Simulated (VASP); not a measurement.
# Be16H (a cell with a defect) in VASP: a series of runs, part 2 of 2

VASP 6.6.1. The steps go on from the part before.

### Step 3. Single point, PBE

INCAR reads:

```
  ALGO = Normal
  EDIFF = 1E-7
  ENCUT = 520
  GGA = PE
  ISIF = 2
  ISMEAR = -1
  LASPH = True
  LCHARG = True
  LELF = True
  LREAL = Auto
  LVHAR = True
  LWAVE = False
  NBANDS = 30
  NELM = 80
  PREC = Accurate
  SIGMA = 0.05
```

KPOINTS reads:

```
k-points
0
Gamma
  4 4 3
```

POSCAR reads:

```
Be16H
1.0
   -2.2900000000     -3.9663960000      0.0000000000
    3.4350000000     -1.9831980000      0.0000000000
    0.0000000000      0.0000000000      7.1768600000
Be H
16 1
Direct
    0.7629470679      0.4603926595     -0.0300688602
    0.4939207418      0.3854959239      0.1943886324
    0.7362157556      0.4740710569      0.5186669379
    0.5233753103      0.3250740788      0.7608480589
    0.5024199156     -0.0269747870     -0.0223496069
    0.2562329962      0.8712586787      0.2008538553
    0.4399326130      0.0575096605      0.5493906806
    0.2495503384      0.7901805750      0.7700721485
    0.2620228002      0.4738376165     -0.0271149221
    0.0361199312      0.3608485131      0.2666068448
    0.2893275547      0.6008035226      0.5273197471
    0.0279428119      0.3414524131      0.7550237848
   -0.0219879560     -0.0596950275     -0.0200923524
    0.7754000152      0.8015621644      0.2653667481
   -0.0637759682      0.0021988451      0.5303154862
    0.7252356500      0.8149605934      0.7606669212
    0.2901594233      0.1273260784      0.3734502275
```

Potentials or basis: VASP PAW PBE potentials, release 64 (Be, H).

Run with:

```bash
cat potpaw_PBE.64/Be/POTCAR potpaw_PBE.64/H/POTCAR > POTCAR
mpirun -np 1 vasp_std > vasp.out
```

OUTCAR:

```text
EDIFF = 1E-7
   ENCUT = 520
   GGA = PE
   ISIF = 2
   ISMEAR = -1
   LASPH = True
   LREAL = Auto
   NELM = 80
   PREC = Accurate

 ion  position               nearest neighbor table
   1  0.763  0.460  0.970-   4 1.93  12 2.02   2 2.05  16 2.06  13 2.14   5 2.27   9 2.29  13 2.29
                             9 2.29   5 2.36
   2  0.494  0.385  0.194-   9 1.94   1 2.05  14 2.16  10 2.16   6 2.21   5 2.26   6 2.31
   3  0.736  0.474  0.519-   4 2.08  15 2.09  11 2.11   7 2.15  16 2.20  12 2.22  14 2.24  15 2.29
                            10 2.32
   4  0.523  0.325  0.761-   7 1.89   1 1.93   9 2.02   3 2.08   5 2.09  16 2.15  16 2.22   8 2.23
                            11 2.27  12 2.27  12 2.31
   5  0.502  0.973  0.978-  16 1.96   6 2.00   8 2.02   4 2.09  13 2.18   2 2.26   9 2.27   9 2.27
                             1 2.27   1 2.36
   6  0.256  0.871  0.201-  17 1.61   5 2.00  13 2.05   2 2.21  10 2.24  14 2.27   9 2.27  10 2.31
                             2 2.31
   7  0.440  0.058  0.549-  17 1.46   4 1.89  11 1.94   8 2.10   3 2.15  16 2.22  11 2.27  15 2.29
                            15 2.32
   8  0.250  0.790  0.770-  11 1.91   9 1.92   5 2.02  13 2.04  12 2.05   7 2.10  16 2.18   4 2.23

   9  0.262  0.474  0.973-   8 1.92   2 1.94  12 1.97   4 2.02  13 2.26   5 2.27   5 2.27   6 2.27
                             1 2.29   1 2.29
  10  0.036  0.361  0.267-  14 2.12   2 2.16   6 2.24   6 2.31   3 2.32
  11  0.289  0.601  0.527-   8 1.91   7 1.94   3 2.11   7 2.27  15 2.27   4 2.27  12 2.27
  12  0.028  0.341  0.755-   9 1.97   1 2.02   8 2.05  15 2.14   3 2.22   4 2.27  11 2.27  13 2.28
                             4 2.31  16 2.33
  13  0.978  0.940  0.980-  16 2.02   8 2.04   6 2.05   1 2.14   5 2.18   9 2.26  12 2.28   1 2.29
                            14 2.32
  14  0.775  0.802  0.265-  10 2.12   2 2.16  15 2.19   3 2.24   6 2.27  13 2.32
  15  0.936  0.002  0.530-  16 2.05   3 2.09  12 2.14  14 2.19  11 2.27   7 2.29   3 2.29   7 2.32

  16  0.725  0.815  0.761-   5 1.96  13 2.02  15 2.05   1 2.06   4 2.15   8 2.18   3 2.20   7 2.22
                             4 2.22  12 2.33
  17  0.290  0.127  0.373-   7 1.46   6 1.61

  LATTYP: Found a simple orthorhombic cell.
 ALAT       =     3.9663962620
 B/A-ratio  =     1.1547004875
 C/A-ratio  =     1.8094157835

  Lattice vectors:

[... 188 lines left out ...]
   IVDW    =     0    specifies the selected vdW correction
   LEPSILON=     F    determine dielectric tensor
   LRPA    =     F    only Hartree local field effects (RPA)
 non-spin polarized calculation
  energy-cutoff  :      520.00
  volume of cell :      130.38
 maximum number of plane-waves:      3529
 NGX is ok and might be reduce to    36
   NGX = 17   NGY = 15   NGZ = 27

 number of electron      33.0000001 magnetization

 Free energy of the ion-electron system (eV)
  ---------------------------------------------------
  ext. energy  EPLUGINS =         0.00000000
  ---------------------------------------------------
  free energy    TOTEN  =       -57.85348674 eV

  energy without entropy =      -57.83373997  energy(sigma->0) =      -57.84361335

 E-fermi :   7.0533     XC(G=0): -10.5475

 val. band max:        7.0410159409   @ k =   0.0000   0.5000   0.0000
 cond. band min:       7.0637123398   @ k =   0.2500   0.0000   0.0000
 fundamental gap:      0.0226963989
 Fermi energy:         7.0532745474

 k-point     1 :       0.0000    0.0000    0.0000
  band No.  band energies     occupation
      1      -4.7767      2.00000
      2      -3.0720      2.00000
      3      -2.2885      2.00000
      4       0.4020      2.00000
      5       0.6461      2.00000
      6       1.1646      2.00000
[... 733 lines left out ...]
     27      12.7597      0.00000
     28      13.1394      0.00000

 [... further k-points ...]

 [bands above 28 left out]

------------------------ aborting loop because EDIFF is reached ----------------------------------------

  FORCE on cell =-STRESS in cart. coord.  units (eV):
  Direction    XX          YY          ZZ          XY          YZ          ZX
  --------------------------------------------------------------------------------------
  -------------------------------------------------------------------------------------
  Total        2.2892020      4.6665819     15.7427247     -1.8448536     -2.0976762      2.5982726
  in kB       28.1318748     57.3473632    193.4614597    -22.6713019    -25.7782248     31.9300257
  external PRESSURE =      92.9802325 kB  Pullay stress =       0.0000000 kB

 VOLUME and BASIS-vectors are now :
 -----------------------------------------------------------------------------
  energy-cutoff  :      520.00
  volume of cell :      130.38
      direct lattice vectors                 reciprocal lattice vectors
    -2.290000000 -3.966396000  0.000000000    -0.109170306 -0.189088533  0.000000000
     3.435000000 -1.983198000  0.000000000     0.218340611 -0.126059022  0.000000000
     0.000000000  0.000000000  7.176860000     0.000000000  0.000000000  0.139336702

 POSITION                                       TOTAL-FORCE (eV/Angst)
 -----------------------------------------------------------------------------------
     -0.16570     -3.93920      6.96106         0.401863     -0.535615      1.700954
      0.19310     -2.72360      1.39510        -1.170230     -0.271433      2.141271
     -0.05750     -3.86030      3.72240         0.244725     -1.057920     -0.855784
     -0.08190     -2.72060      5.46050         0.451085      0.224090     -0.733620
      2.19180     -3.92250      7.01646         0.294215     -0.406105      1.312898
      2.40600     -2.74420      1.44150        -0.566708      0.483509      1.729735
[... 9 lines left out ...]
      1.13860     -4.49280      5.45920        -0.319597     -0.013587     -0.829961
     -0.22710     -1.40340      2.68020         0.278836      0.065448     -0.805176
 -----------------------------------------------------------------------------------
    total drift:                               -0.000613      0.000132     -0.001069

  FREE ENERGIE OF THE ION-ELECTRON SYSTEM (eV)
  ---------------------------------------------------
  free  energy   TOTEN  =       -57.8534867367 eV

  energy  without entropy=      -57.8337399661  energy(sigma->0) =      -57.84361335
```

stdout:

```text
POSCAR found type information on POSCAR BeH
 POSCAR found :  2 types and      17 ions
 scaLAPACK will be used
 LDA part: xc-table for (Slater+PW92), standard interpolation
 POSCAR, INCAR and KPOINTS ok, starting setup
 FFT: planning ... GRIDC
 FFT: planning ... GRID_SOFT
 FFT: planning ... GRID
 WAVECAR not read
 entering main loop
```

It took 1.8 min on 1 thread of AMD EPYC 9R45 (Zen 5), shared host; peak memory 0.22 GiB.

What came out:

| Item | Value |
| --- | --- |
| Free energy | -57.8535 eV |
| Pressure | 9.3 GPa |
| Largest force | 2.855 eV/Å |

Forces in eV/Å, atoms in the order of the input:
```
Be   0.402 -0.536  1.701
Be  -1.170 -0.271  2.141
Be   0.245 -1.058 -0.856
Be   0.451  0.224 -0.734
Be   0.294 -0.406  1.313
Be  -0.567  0.484  1.730
Be  -0.611 -0.523 -0.975
Be   2.043 -0.599 -0.769
Be   0.164  0.511  1.480
Be   0.025  1.133 -0.545
Be  -1.534  1.860 -1.529
Be  -0.481  0.882 -0.995
Be   0.872 -0.977  0.911
Be   0.957  0.149 -0.636
Be  -1.049 -0.923 -0.603
Be  -0.320 -0.014 -0.830
H    0.279  0.065 -0.805
```

Caveat: the k points lie up to 0.40 Å⁻¹ apart.
